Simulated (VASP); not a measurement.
## Ti: single point with PBE

The system is Ti.

```
CELL_PARAMETERS angstrom
2.96784 0.00000 0.00000
-1.48392 2.57023 0.00000
0.00000 0.00000 4.69593
ATOMIC_POSITIONS crystal
Ti 0.33333 0.66667 0.25000
Ti 0.66667 0.33333 0.75000
```

This cell differs from its parent crystal: volume scaled by 1.03, then relaxed in part.

```json
{
 "Program": "VASP 6.6.1",
 "Task": "single point",
 "Functional": "PBE",
 "Potentials or basis": "VASP PAW PBE potentials, release 64 (Ti_sv)",
 "Cutoff": "500 eV",
 "k mesh": "18 × 18 × 10",
 "Occupations": "gaussian, width 0.1 eV",
 "Spin": "no spin polarisation"
}
```

```json
{"Pressure": "-3.4 GPa", "Band gap on the k mesh": "zero (band 12 reaches 8.77 eV, above the bottom of band 13 at 7.69 eV)"}
```

Stress tensor (GPa, compression positive):
```
-3.35  0.00  0.00
 0.00 -3.35  0.00
 0.00  0.00 -3.45
```

Levels at points of the mesh, in eV from the Fermi level:
```
           k point  band 10  band 11  band 12  band 13  band 14  band 15
(0.00, 0.00, 0.00)    -2.62     0.69     0.75     0.75     0.86     1.22
(0.50, 0.00, 0.00)    -2.08    -1.78    -0.67     0.46     0.59     1.12
(0.00, 0.00, 0.50)    -4.33     0.08     0.08     0.65     0.65     0.65
(0.50, 0.00, 0.50)    -2.47    -0.79    -0.79     1.24     1.24     1.66
```

Wall time 67 s on 1 thread of Intel Xeon 6975P-C, on a shared host, peak memory 0.24 GiB.
